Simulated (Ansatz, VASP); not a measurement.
## Sn2TeS in VASP and in Ansatz

```
CELL_PARAMETERS angstrom
4.26787 0.00000 0.00000
-2.13394 3.69609 0.00000
0.00000 0.00000 15.47303
ATOMIC_POSITIONS crystal
Sn 0.33333 0.66667 0.61989
Sn 0.66667 0.33333 0.11989
Sn 0.66667 0.33333 0.35198
Sn 0.33333 0.66667 0.85198
Te 0.00000 0.00000 0.00841
Te 0.00000 0.00000 0.50841
S 0.33333 0.66667 0.26973
S 0.66667 0.33333 0.76973
```

Change from the starting cell: the structure that the rattled cell fell into.

Alike in both runs: task single point; functional PBE; k mesh 6 × 6 × 1; occupations gaussian, width 0.1 eV; no spin polarisation.

```csv
,VASP,Ansatz
version,VASP 6.6.1,Ansatz 0.2.0
potentials or method,"VASP PAW PBE potentials, release 64 (Sn_d, Te, S), cutoff 520 eV","scalar-relativistic, plane waves, PAW"
valence electrons in the cell,80,100
```

VASP gave:

```
gap on the k mesh at the Fermi level (eV)                     : 0.31
least direct gap on the mesh (eV)                             : 0.83
pressure (GPa)                                                : 0.2
traceless stress, the component that is largest in VASP (GPa) : 0.05
rms of the force components (eV/Å)                            : 0.012
```

Problem. Which values does Ansatz return?

Solution. gap on the k mesh at the Fermi level (eV): 0.30; least direct gap on the mesh (eV): 0.84; pressure (GPa): 0.2; traceless stress, the component that is largest in VASP (GPa): 0.05; rms of the force components (eV/Å): 0.013.

Atom by atom the forces differ by 0.007 eV/Å (rms over components). VASP's potentials hold 80 valence electrons a cell and Ansatz's 100, so a difference there can come from the potentials and not from the codes.

Spin-orbit coupling is off throughout.
